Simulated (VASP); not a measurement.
A run of VASP 6.6.1 is set up as follows.

File INCAR:

```
SYSTEM = Zn7CdSi8P16
PREC = Accurate ; ENCUT = 500
EDIFF = 1E-6 ; ISMEAR = -1
SIGMA = 0.05 ; LREAL = Auto
LASPH = .True. ; NELM = 120
ALGO = Normal ; ISIF = 2
LWAVE = .False. ; LCHARG = .True.
GGA = PS ; LELF = .True.
LVHAR = .True. ; ISYM = -1
NBANDS = 246 ; GGA_COMPAT = .False.
```

Contents of KPOINTS:

```
explicit points
1
Reciprocal
  0.25000000   0.25000000   0.25000000 1
```

The input POSCAR:

```
Zn7CdSi8P16
1.0
   10.7748080000     -0.0000530000     -0.0000160000
   -0.0000530000     10.7748080000     -0.0000160000
   -0.0000150000     -0.0000150000     10.4518350000
Zn Cd Si P
14 2 16 32
Direct
    0.0010360000      0.0021130000      0.0013320000
    0.0005800000      0.4950800000      0.0014360000
    0.4995360000      0.5030890000      0.9976430000
    0.9992870000      0.2525250000      0.2482700000
    0.5004830000      0.2482670000      0.2481480000
    0.5019000000      0.7496580000      0.2484710000
    0.2516870000      0.9976040000      0.7528980000
    0.2521170000      0.5020490000      0.7500270000
    0.7532750000      0.0021870000      0.7508660000
    0.7481700000      0.5024710000      0.7516940000
    0.2497470000      0.2494340000      0.4990650000
    0.2525910000      0.7528810000      0.4970500000
    0.7491080000      0.2510280000      0.4998180000
    0.7504620000      0.7493470000      0.4985910000
    0.4995840000      0.0015610000      0.9991580000
    0.9993210000      0.7494140000      0.2498870000
    0.9988850000      0.0026290000      0.4969450000
    0.0006270000      0.5024240000      0.5006790000
    0.5003900000      0.0026540000      0.5029700000
    0.5039160000      0.4992180000      0.4959370000
    0.2505770000      0.0020700000      0.2483280000
    0.2502220000      0.4998930000      0.2524630000
    0.7525840000      0.9979790000      0.2485960000
    0.7487220000      0.5005280000      0.2482540000
    0.2480430000      0.2470500000      0.9967790000
    0.2483630000      0.7513630000      0.9985480000
    0.7524420000      0.2499220000      0.0038750000
    0.7454230000      0.7517010000      0.0018950000
    0.9984680000      0.2507640000      0.7472940000
    0.9997860000      0.7509730000      0.7491160000
    0.4984690000      0.2534110000      0.7484440000
    0.5014580000      0.7496420000      0.7500650000
    0.1311180000      0.1251480000      0.1277200000
    0.1335680000      0.6247440000      0.1260160000
    0.6309100000      0.1238090000      0.1220810000
    0.6374310000      0.6250680000      0.1241820000
    0.1156520000      0.1259570000      0.6248920000
    0.1167930000      0.6287920000      0.6238500000
    0.6153980000      0.1251440000      0.6240900000
    0.6155570000      0.6282440000      0.6272320000
    0.3679620000      0.3750980000      0.1234250000
    0.3687720000      0.8757500000      0.1236930000
    0.8656930000      0.3764460000      0.1247030000
    0.8646100000      0.8736010000      0.1231390000
    0.3759720000      0.1156650000      0.3750650000
    0.3768610000      0.6170290000      0.3729780000
    0.8728420000      0.1164430000      0.3720750000
    0.8748000000      0.6143140000      0.3754090000
    0.1262780000      0.3805220000      0.3791160000
    0.1240950000      0.8830100000      0.3729960000
    0.6252400000      0.3836800000      0.3761380000
    0.6262140000      0.8827130000      0.3734810000
    0.1267090000      0.3670390000      0.8723230000
    0.1270220000      0.8696870000      0.8719970000
    0.6264780000      0.3643810000      0.8734500000
    0.6260610000      0.8653970000      0.8719320000
    0.3801450000      0.3737120000      0.6241630000
    0.3841340000      0.8710010000      0.6243990000
    0.8817300000      0.3765470000      0.6226130000
    0.8841250000      0.8752760000      0.6298840000
    0.3726880000      0.1343000000      0.8745210000
    0.3758480000      0.6320830000      0.8726800000
    0.8747030000      0.1337920000      0.8769560000
    0.8744890000      0.6355250000      0.8746280000
```

Potentials or basis: VASP PAW PBE potentials, release 64 (Zn, Cd, Si, P).

Command:

```sh
$ cat potpaw_PBE.64/Zn/POTCAR potpaw_PBE.64/Cd/POTCAR potpaw_PBE.64/Si/POTCAR potpaw_PBE.64/P/POTCAR > POTCAR
$ mpirun -np 1 vasp_std > vasp.out
```

(1) What does it give for the band gap on the k mesh?

(2) Estimate the pressure.

Results:

(1) 1.76 eV.

(2) 0.6 GPa.

Caveat: the PAW data sets were made with another functional, which shifts forces and pressure a little; a shifted mesh leaves out Γ, where band edges can lie.
